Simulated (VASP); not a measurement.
Wanted: the native input for a VASP 6.6.1 run.

- Task: single point
- Functional: LDA
- Potentials or basis: VASP PAW LDA potentials, release 64 (Ge_d)
- Cutoff: 520 eV
- k mesh: 12 × 12 × 1
- Occupations: gaussian, width 0.1 eV
- Spin: no spin polarisation
- Dipole correction: yes
- Further INCAR settings: ALGO = Normal; EDIFF = 1e-06; NBANDS = 21

The structure of Ge lies in POSCAR:

```
Ge
1.0
    3.7040000000      0.0000000000      0.0000000000
   -1.8520000000      3.2077580956      0.0000000000
    0.0000000000      0.0000000000     28.0000000000
Ge
2
Direct
    0.3333333333      0.6666666667      0.5076607143
    0.6666666667      0.3333333333      0.4923392857
```

The input as run:

INCAR

```
SYSTEM = Ge
PREC = Accurate ; ENCUT = 520
EDIFF = 1E-6 ; ISMEAR = 0
SIGMA = 0.1 ; LREAL = .FALSE.
LASPH = .TRUE. ; NELM = 80
ALGO = Normal ; ISIF = 2
LWAVE = .FALSE. ; LCHARG = .FALSE.
LDIPOL = .TRUE. ; IDIPOL = 3
DIPOL = 0.5 0.5 0.500 ; NBANDS = 21
```

KPOINTS

```
Automatic mesh
0
G
  12 12 1
  0 0 0
```

Potentials or basis: VASP PAW LDA potentials, release 64 (Ge_d).

Launch:

```sh
$ cat potpaw_LDA.64/Ge_d/POTCAR > POTCAR
$ mpirun -np 1 vasp_std > vasp.out
```

It gave:

* Largest force: 1.061 eV/Å
* Band gap on the k mesh: zero (filled and empty bands touch)

Wall time 3.2 min on 1 thread of AMD EPYC 7R43 64-Core Processor (Zen 3), with other jobs on the host, peak memory 0.32 GiB.
